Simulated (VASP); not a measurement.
# K3Zn4F12 (a cell with a defect) in VASP: notebook

K3Zn4F12 (a cell with a defect) is run at these levels: PBEsol; tasks: single point.

All numbers are computed with VASP 6.6.1; they aren't measurements. Logs are shortened: lines on timing, memory, paths and dates and some standing lists are left out, and cuts for length are marked.

## 1. The cell of the first run

The cell holds a defect, 19 atoms: a = 7.019 Å, b = 7.019 Å, c = 7.019 Å, α = 109.47°, β = 109.47°, γ = 109.47°.

## 2. Single point, PBEsol (atoms taken out, then relaxed in part)

The input, INCAR:

```
PREC = Accurate
ENCUT = 520
EDIFF = 1E-6
ISMEAR = 0
SIGMA = 0.05
LREAL = Auto
LASPH = True
NELM = 100
ALGO = Normal
ISIF = 2
LWAVE = False
LCHARG = True
GGA = PS
LELF = True
LVHAR = True
NELECT = 160.0
NBANDS = 94
```

The input, KPOINTS:

```
regular mesh
0
Gamma
  4 4 4
```

The input, POSCAR:

```
K3Zn4F12
1.0
   -4.0521678200      4.0521678200      4.0521678200
    4.0521678200     -4.0521678200      4.0521678200
    4.0521678200      4.0521678200     -4.0521678200
K Zn F
3 4 12
Direct
    0.0000000000      0.5000000000      0.5000000000
    0.0000000000      0.0000000000      0.0000000000
    0.5000000000      0.5000000000      0.0000000000
    0.5000000000      0.5000000000      0.5000000000
    0.0000000000      0.0000000000      0.5000000000
    0.0000000000      0.5000000000      0.0000000000
    0.5000000000      0.0000000000      0.0000000000
    0.7567942108      0.7432057892      0.5000000000
    0.2432057892      0.2567942108      0.5000000000
    0.2432057892      0.7432057892     -0.0135884216
    0.7567942108      0.2567942108      0.0135884216
    0.5000000000      0.2567942108      0.2432057892
   -0.0135884216      0.7432057892      0.2432057892
    0.0135884216      0.2567942108      0.7567942108
    0.5000000000      0.7432057892      0.7567942108
    0.7567942108      0.5135884216      0.7567942108
    0.2432057892      0.0000000000      0.7567942108
    0.2432057892      0.4864115784      0.2432057892
    0.7567942108      0.0000000000      0.2432057892
```

Potentials or basis: VASP PAW PBE potentials, release 64 (K_sv, Zn, F).

Launch:

```bash
cat potpaw_PBE.64/K_sv/POTCAR potpaw_PBE.64/Zn/POTCAR potpaw_PBE.64/F/POTCAR > POTCAR
mpirun -np 1 vasp_std > vasp.out
```

OUTCAR:

```text
PREC = Accurate
   ENCUT = 520
   EDIFF = 1E-6
   ISMEAR = 0
   LREAL = Auto
   LASPH = True
   NELM = 100
   ISIF = 2
   GGA = PS
   NELECT = 160.0

 ion  position               nearest neighbor table
   1  0.000  0.500  0.500-   8 2.79   9 2.79  10 2.79  11 2.79
   2  0.000  0.000  0.000-  17 2.79  19 2.79  18 2.79  16 2.79
   3  0.500  0.500  0.000-  12 2.79  15 2.79  14 2.79  13 2.79
   4  0.500  0.500  0.500-  12 2.03  15 2.03   8 2.03   9 2.03  16 2.03  18 2.03
   5  0.000  0.000  0.500-  17 2.03  19 2.03   8 2.03   9 2.03  13 2.03  14 2.03
   6  0.000  0.500  0.000-  10 2.03  11 2.03  13 2.03  14 2.03  16 2.03  18 2.03
   7  0.500  0.000  0.000-  12 2.03  15 2.03  17 2.03  19 2.03  10 2.03  11 2.03
   8  0.757  0.743  0.500-   4 2.03   5 2.03   1 2.79
   9  0.243  0.257  0.500-   4 2.03   5 2.03   1 2.79
  10  0.243  0.743  0.986-   6 2.03   7 2.03   1 2.79
  11  0.757  0.257  0.014-   6 2.03   7 2.03   1 2.79
  12  0.500  0.257  0.243-   4 2.03   7 2.03   3 2.79
  13  0.986  0.743  0.243-   6 2.03   5 2.03   3 2.79
  14  0.014  0.257  0.757-   6 2.03   5 2.03   3 2.79
  15  0.500  0.743  0.757-   4 2.03   7 2.03   3 2.79
  16  0.757  0.514  0.757-   6 2.03   4 2.03   2 2.79
  17  0.243  0.000  0.757-   5 2.03   7 2.03   2 2.79
  18  0.243  0.486  0.243-   6 2.03   4 2.03   2 2.79
  19  0.757  0.000  0.243-   5 2.03   7 2.03   2 2.79

  LATTYP: Found a body centered cubic cell.
 ALAT       =     8.1043356400

  Lattice vectors:

 A1 = (  -4.0521678200,   4.0521678200,   4.0521678200)
 A2 = (   4.0521678200,  -4.0521678200,   4.0521678200)
 A3 = (   4.0521678200,   4.0521678200,  -4.0521678200)

Analysis of symmetry for initial positions (statically):
=====================================================================
 Subroutine PRICEL returns:
 Original cell was already a primitive cell.

 Routine SETGRP: Setting up the symmetry group for a
 body centered cubic supercell.

 Subroutine GETGRP returns: Found 48 space group operations
 (whereof 16 operations were pure point group operations)
 out of a pool of 48 trial point group operations.

The static configuration has the point symmetry D_4h.
 The point group associated with its full space group is O_h .

Analysis of symmetry for dynamics (positions and initial velocities):
=====================================================================
 Subroutine PRICEL returns:
 Original cell was already a primitive cell.

 Routine SETGRP: Setting up the symmetry group for a
 body centered cubic supercell.

 Subroutine GETGRP returns: Found 48 space group operations
 (whereof 16 operations were pure point group operations)
 out of a pool of 48 trial point group operations.

The dynamic configuration has the point symmetry D_4h.
 The point group associated with its full space group is O_h .

 Subroutine INISYM returns: Found 48 space group operations
 (whereof 16 operations are pure point group operations),
 and found     1 'primitive' translations

----------------------------------------------------------------------------------------

                                     Primitive cell

  volume of cell :     266.1474

  direct lattice vectors                    reciprocal lattice vectors
    -4.052167820  4.052167820  4.052167820     0.000000000  0.123390743  0.123390743
     4.052167820 -4.052167820  4.052167820     0.123390743  0.000000000  0.123390743
     4.052167820  4.052167820 -4.052167820     0.123390743  0.123390743  0.000000000

  length of vectors
     7.018560545  7.018560545  7.018560545     0.174500863  0.174500863  0.174500863

  position of ions in fractional coordinates (direct lattice)
     0.000000000  0.500000000  0.500000000
     0.000000000  0.000000000  0.000000000
     0.500000000  0.500000000  0.000000000
     0.500000000  0.500000000  0.500000000
     0.000000000  0.000000000  0.500000000
     0.000000000  0.500000000  0.000000000
[... 11 lines left out ...]
     0.243205789  0.486411578  0.243205789
     0.756794211  0.000000000  0.243205789

  ion indices of the primitive-cell ions
   primitive index   ion index
                 1           1
                 2           2
                 3           3
                 4           4
                 5           5
                 6           6
[... 11 lines left out ...]
                18          18
                19          19

----------------------------------------------------------------------------------------

 KPOINTS: regular mesh

Automatic generation of k-mesh.
 Grid dimensions read from file:
 generate k-points for:    4    4    4

 Generating k-lattice:

  Cartesian coordinates                     Fractional coordinates (reciprocal lattice)
     0.000000000  0.030847686  0.030847686     0.250000000  0.000000000  0.000000000
     0.030847686  0.000000000  0.030847686     0.000000000  0.250000000  0.000000000
     0.030847686  0.030847686  0.000000000     0.000000000  0.000000000  0.250000000

[... 43 lines left out ...]
   IBRION =     -1    ionic relax: 0-MD 1-quasi-New 2-CG
   NFREE  =      0    steps in history (QN), initial steepest desc. (CG)
   ISIF   =      2    stress and relaxation
   ISYM   =      2    0-nonsym 1-usesym 2-fastsym
   POTIM  = 0.5000    time-step for ionic-motion
   TEBEG  =    0.0;   TEEND  =   0.0 temperature during run
   PSTRESS=    0.0 pullay stress
   NELECT =     160.0000    total number of electrons
   NUPDOWN=      -1.0000    fix difference up-down
   EMIN   =  10.00;   EMAX   =-10.00  energy-range for DOS
   EFERMI =   0.00;   METHOD = LEGACY
   ISMEAR =     0;   SIGMA  =   0.05  broadening in eV -4-tet -1-fermi 0-gaus
   EFERMI_NEDOS =   21; number of points for ismear=-14 and -15
   IALGO  =     38    algorithm
   IMIX   =      4    mixing-type and parameters
     AMIX     =   0.40;   BMIX     =  1.00
     AMIX_MAG =   1.60;   BMIX_MAG =  1.00
  volume/ion in A,a.u.               =      14.01        94.53
  Fermi-wavevector in a.u.,A,eV,Ry     =   1.381680  2.610996 25.974053  1.909039
  Thomas-Fermi vector in A             =   2.506442
   LORBIT       =      0    0 simple, 1 ext, 2 COOP (PROOUT), +10 PAW based schemes
   GGA     = PS    functional components
   LHFCALC =     F    Hartree Fock is set to
   AEXX    =    0.0000 exact exchange contribution
   IVDW    =     0    specifies the selected vdW correction
   LEPSILON=     F    determine dielectric tensor
   LRPA    =     F    only Hartree local field effects (RPA)
 non-spin polarized calculation
 Gauss-broadening in eV      SIGMA  =   0.05
  energy-cutoff  :      520.00
  volume of cell :      266.15
 maximum number of plane-waves:      7256
 NGX is ok and might be reduce to    54
   NGX = 27   NGY = 27   NGZ = 27

 number of electron     159.9999978 magnetization

 Free energy of the ion-electron system (eV)
  ---------------------------------------------------
  ext. energy  EPLUGINS =         0.00000000
  ---------------------------------------------------
  free energy    TOTEN  =       -80.38358644 eV

  energy without entropy =      -80.38358644  energy(sigma->0) =      -80.38358644

 E-fermi :  -1.2339     XC(G=0):  -9.6595

 val. band max:       -1.4604230278   @ k =   0.5000   0.5000   0.5000
 cond. band min:       2.2100163378   @ k =   0.0000   0.0000   0.0000
 fundamental gap:      3.6704393656
 Fermi energy:        -1.2338911170

 k-point     1 :       0.0000    0.0000    0.0000
  band No.  band energies     occupation
      1     -28.4973      2.00000
      2     -28.4656      2.00000
      3     -28.4656      2.00000
      4     -22.8915      2.00000
      5     -22.4631      2.00000
      6     -22.4631      2.00000
[... 84 lines left out ...]
     91       8.4310      0.00000
     92       8.7188      0.00000

 k-point     2 :       0.2500    0.0000    0.0000
  band No.  band energies     occupation
      1     -28.4927      2.00000
      2     -28.4693      2.00000
      3     -28.4662      2.00000
      4     -22.8511      2.00000
      5     -22.5925      2.00000
      6     -22.5483      2.00000
[... 559 lines left out ...]
     91       8.7322      0.00000
     92       8.8770      0.00000

 k-point     8 :       0.5000    0.5000    0.5000
  band No.  band energies     occupation
      1     -28.4836      2.00000
      2     -28.4836      2.00000
      3     -28.4602      2.00000
      4     -22.7179      2.00000
      5     -22.7179      2.00000
      6     -22.7179      2.00000
[... 84 lines left out ...]
     91       8.6370      0.00000
     92       8.8437      0.00000
 [bands above 92 left out]

------------------------ aborting loop because EDIFF is reached ----------------------------------------

  FORCE on cell =-STRESS in cart. coord.  units (eV):
  Direction    XX          YY          ZZ          XY          YZ          ZX
  --------------------------------------------------------------------------------------
  -------------------------------------------------------------------------------------
  Total        4.7613855      4.7613855      4.7613855      0.0000000      0.0000000      0.0000000
  in kB       28.6630018     28.6630018     28.6630018      0.0000000      0.0000000      0.0000000
  external PRESSURE =      28.6630018 kB  Pullay stress =       0.0000000 kB

 VOLUME and BASIS-vectors are now :
 -----------------------------------------------------------------------------
  energy-cutoff  :      520.00
  volume of cell :      266.15
      direct lattice vectors                 reciprocal lattice vectors
    -4.052167820  4.052167820  4.052167820     0.000000000  0.123390743  0.123390743
     4.052167820 -4.052167820  4.052167820     0.123390743  0.000000000  0.123390743
     4.052167820  4.052167820 -4.052167820     0.123390743  0.123390743  0.000000000

 POSITION                                       TOTAL-FORCE (eV/Angst)
 -----------------------------------------------------------------------------------
      4.05217      0.00000      0.00000        -0.000000      0.000000      0.000000
      0.00000      0.00000      0.00000        -0.000000      0.000000      0.000000
      0.00000      0.00000      4.05217        -0.000000      0.000000      0.000000
      2.02608      2.02608      2.02608        -0.000000      0.000000      0.000000
      2.02608      2.02608     -2.02608        -0.000000      0.000000      0.000000
      2.02608     -2.02608      2.02608        -0.000000      0.000000      0.000000
[... 11 lines left out ...]
      1.97102     -0.00000      1.97102         0.004306      0.000000      0.004306
     -2.08115      4.05217      2.08115         0.004306      0.000000     -0.004306
 -----------------------------------------------------------------------------------
    total drift:                                0.000000      0.000000     -0.000000

  FREE ENERGIE OF THE ION-ELECTRON SYSTEM (eV)
  ---------------------------------------------------
  free  energy   TOTEN  =       -80.3835864412 eV

  energy  without entropy=      -80.3835864412  energy(sigma->0) =      -80.38358644
```

Wall time 9.2 min (1 thread of Intel Xeon Platinum 8259CL at 2.50GHz (Skylake/Cascade Lake), shared host); peak memory 0.45 GiB.

What came out:

- Free energy: -80.3836 eV
- Largest force: 0.006 eV/Å

Forces on the atoms (eV/Å):
```
K    0.000  0.000  0.000
K    0.000  0.000  0.000
K    0.000  0.000  0.000
Zn   0.000  0.000  0.000
Zn   0.000  0.000  0.000
Zn   0.000  0.000  0.000
Zn   0.000  0.000  0.000
F    0.004 -0.004  0.000
F   -0.004  0.004  0.000
F    0.004  0.004  0.000
F   -0.004 -0.004  0.000
F    0.000  0.004 -0.004
F    0.000  0.004  0.004
F    0.000 -0.004 -0.004
F    0.000 -0.004  0.004
F   -0.004  0.000 -0.004
F   -0.004  0.000  0.004
F    0.004  0.000  0.004
F    0.004  0.000 -0.004
```

Caveat: the cell carries a net charge on a neutralising background, which shifts energy and pressure; the cell differs from its parent crystal (atoms taken out, then relaxed in part); the cell is charged against a uniform background, so pressure and absolute levels hang on convention; the PAW data sets were made with another functional, which shifts forces and pressure a little.

## 3. Single point, PBEsol

The input, INCAR:

```
SYSTEM = K3Zn4F12
PREC     = Accurate       ! precision mode
ENCUT    = 520            ! plane-wave cutoff, eV
EDIFF    = 1E-6           ! SCF threshold, eV
ISMEAR   = 0              ! smearing method
SIGMA    = 0.05           ! smearing width, eV
LREAL    = Auto         
LASPH    = .TRUE.         ! aspherical terms in the spheres
NELM     = 60             ! most SCF steps
ALGO     = Normal         ! electronic algorithm
ISIF     = 2              ! what is computed and relaxed
LWAVE    = .FALSE.        ! write WAVECAR
LCHARG   = .FALSE.        ! write CHGCAR
GGA      = PS             ! functional
NELECT   = 160.0        
NBANDS   = 94             ! bands
```

The input, KPOINTS:

```
Automatic mesh
0
G
  4 4 4
  0 0 0
```

The input, POSCAR:

```
K3Zn4F12
1.0
   -4.0521678200      4.0521678200      4.0521678200
    4.0521678200     -4.0521678200      4.0521678200
    4.0521678200      4.0521678200     -4.0521678200
K Zn F
3 4 12
Direct
    0.0000000000      0.5000000222      0.5000000222
    0.0000000000      0.0000000000      0.0000000000
    0.5000000222      0.5000000222      0.0000000000
    0.5000000222      0.5000000222      0.5000000222
    0.0000000000      0.0000000000      0.5000000222
    0.0000000000      0.5000000222      0.0000000000
    0.5000000222      0.0000000000      0.0000000000
    0.7567941744      0.7432057688      0.4999998988
    0.2432057466      0.2567941522      0.4999998988
    0.2432058700      0.7432057688     -0.0135884056
    0.7567941744      0.2567942756      0.0135884056
    0.4999998988      0.2567941522      0.2432057466
   -0.0135884056      0.7432057688      0.2432058700
    0.0135884056      0.2567942756      0.7567941744
    0.4999998988      0.7432057688      0.7567941744
    0.7567941744      0.5135883044      0.7567941744
    0.2432058700      0.0000000000      0.7567941744
    0.2432057466      0.4864114932      0.2432057466
    0.7567941744      0.0000000000      0.2432058700
```

Potentials or basis: VASP PAW PBE potentials, release 64 (K_sv, Zn, F).

Launch:

```bash
cat potpaw_PBE.64/K_sv/POTCAR potpaw_PBE.64/Zn/POTCAR potpaw_PBE.64/F/POTCAR > POTCAR
mpirun -np 1 vasp_std > vasp.out
```

It took 11 min on 1 thread of Intel Xeon Platinum 8259CL at 2.50GHz (Skylake/Cascade Lake), shared host; peak memory 0.45 GiB.

The run converged. Its results:

| Quantity | Value |
| --- | --- |
| Free energy | -80.3836 eV |
| Largest force | 0.006 eV/Å |

Forces on the atoms (eV/Å):
```
K    0.000  0.000  0.000
K    0.000  0.000  0.000
K    0.000  0.000  0.000
Zn   0.000  0.000  0.000
Zn   0.000  0.000  0.000
Zn   0.000  0.000  0.000
Zn   0.000  0.000  0.000
F    0.004 -0.004  0.000
F   -0.004  0.004  0.000
F    0.004  0.004  0.000
F   -0.004 -0.004  0.000
F    0.000  0.004 -0.004
F    0.000  0.004  0.004
F    0.000 -0.004 -0.004
F    0.000 -0.004  0.004
F   -0.004  0.000 -0.004
F   -0.004  0.000  0.004
F    0.004  0.000  0.004
F    0.004  0.000 -0.004
```

Levels at points of the mesh, in eV from the Fermi level:
| k point | band 78 | band 79 | band 80 | band 81 | band 82 | band 83 |
| --- | --- | --- | --- | --- | --- | --- |
| (0.00, 0.00, 0.00) | -0.23 | -0.23 | -0.23 | 3.44 | 7.84 | 7.84 |
| (0.50, 0.00, 0.00) | -1.17 | -0.77 | -0.70 | 5.37 | 5.45 | 7.16 |
| (0.50, 0.50, 0.50) | -1.58 | -0.23 | -0.23 | 6.20 | 6.20 | 6.20 |

Caveat: the cell carries a net charge on a neutralising background, which shifts energy and pressure; the cell is charged against a uniform background, so pressure and absolute levels hang on convention; the PAW data sets were made with another functional, which shifts forces and pressure a little.

## 4. Single point, PBEsol

The input, INCAR:

```
SYSTEM = K3Zn4F12
PREC = Accurate
ENCUT = 520
EDIFF = 1E-6
ISMEAR = 0
SIGMA = 0.05
LREAL = Auto
LASPH = .TRUE.
NELM = 80
ALGO = Normal
ISIF = 2
LWAVE = .FALSE.
LCHARG = .FALSE.
GGA = PS
NBANDS = 94
NELECT = 160.0
```

KPOINTS is that of step 3.

The input, POSCAR:

```
K3Zn4F12
1.0
   -4.0521678200      4.0521678200      4.0521678200
    4.0521678200     -4.0521678200      4.0521678200
    4.0521678200      4.0521678200     -4.0521678200
K Zn F
3 4 12
Direct
   -0.5000000222      0.0000000000      0.5000000222
    0.0000000000      0.0000000000      0.0000000000
    0.5000000222      0.5000000222      0.0000000000
    0.5000000222      0.5000000222      0.5000000222
    0.0000000000      0.0000000000      0.5000000222
    0.0000000000      0.5000000222      0.0000000000
    0.5000000222      0.0000000000      0.0000000000
    0.7432057688      0.7567941744      0.4999998988
    0.2567941522      0.2432057466      0.4999998988
    0.2567942756      0.7567941744      0.0135884056
    0.7432057688      0.2432058700     -0.0135884056
    0.4864114932      0.2432057466      0.2432057466
    0.0000000000      0.7567941744      0.2432058700
    0.0000000000      0.2432058700      0.7567941744
    0.5135883044      0.7567941744      0.7567941744
    0.7432057688      0.4999998988      0.7567941744
    0.2567942756      0.0135884056      0.7567941744
    0.2567941522      0.4999998988      0.2432057466
    0.7432057688     -0.0135884056      0.2432058700
```

Launch:

```bash
cat potpaw_PBE.64/K_sv/POTCAR potpaw_PBE.64/Zn/POTCAR potpaw_PBE.64/F/POTCAR > POTCAR
mpirun -np 1 vasp_std > vasp.out
```

Run time: 8.4 min. Hardware: 1 thread of Intel Xeon Platinum 8259CL at 2.50GHz (Skylake/Cascade Lake), shared host; peak memory 0.45 GiB.

The run converged. Its results:

```yaml
Free_energy: -80.3836 eV
Largest_force: 0.006 eV/Å
```

Forces on the atoms (eV/Å):
```
K    0.000  0.000  0.000
K    0.000  0.000  0.000
K    0.000  0.000  0.000
Zn   0.000  0.000  0.000
Zn   0.000  0.000  0.000
Zn   0.000  0.000  0.000
Zn   0.000  0.000  0.000
F   -0.004  0.004  0.000
F    0.004 -0.004  0.000
F   -0.004 -0.004  0.000
F    0.004  0.004  0.000
F    0.000  0.004  0.004
F    0.000  0.004 -0.004
F    0.000 -0.004  0.004
F    0.000 -0.004 -0.004
F   -0.004  0.000  0.004
F   -0.004  0.000 -0.004
F    0.004  0.000 -0.004
F    0.004  0.000  0.004
```

Levels at points of the mesh, in eV from the Fermi level:
```csv
k point,band 78,band 79,band 80,band 81,band 82,band 83
"(0.00, 0.00, 0.00)",-0.23,-0.23,-0.23,3.44,7.84,7.84
"(0.50, 0.00, 0.00)",-1.18,-0.77,-0.70,5.36,5.44,7.16
"(0.50, 0.50, 0.50)",-1.58,-0.23,-0.23,6.20,6.20,6.20
```

Caveat: the cell carries a net charge on a neutralising background, which shifts energy and pressure; the cell is charged against a uniform background, so pressure and absolute levels hang on convention; the PAW data sets were made with another functional, which shifts forces and pressure a little.
